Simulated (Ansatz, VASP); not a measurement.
Lu3Si in VASP and in Ansatz

```
CELL_PARAMETERS angstrom
4.63049 0.00000 0.00000
0.00000 4.63049 0.00000
0.00000 0.00000 4.63049
ATOMIC_POSITIONS crystal
Lu 0.50000 0.50000 0.00000
Lu 0.50000 0.00000 0.50000
Lu 0.00000 0.50000 0.50000
Si 0.00000 0.00000 0.00000
```

Alike in both runs: task single point; functional PBE; k mesh 6 × 6 × 6; occupations fermi-dirac, width 0.05 eV; no spin polarisation.

```csv
,VASP,Ansatz
version,VASP 6.6.1,Ansatz 0.2.0
potentials or method,"VASP PAW PBE potentials, release 64 (Lu, Si)",Ansatz PAW
plane-wave cutoff (eV),520,420
valence electrons in the cell,79,79
```

|  | VASP | Ansatz | Ansatz less VASP |
| --- | --- | --- | --- |
| gap on the k mesh at the Fermi level (eV) | none | none | - |
| pressure (GPa) | -3.6 | -3.8 | -0.20 |

A gap of «none» marks a metal or a gap that the smearing closes. With one functional, cell and mesh, what is left measures potentials, basis and numerics.

Spin-orbit coupling is off throughout.
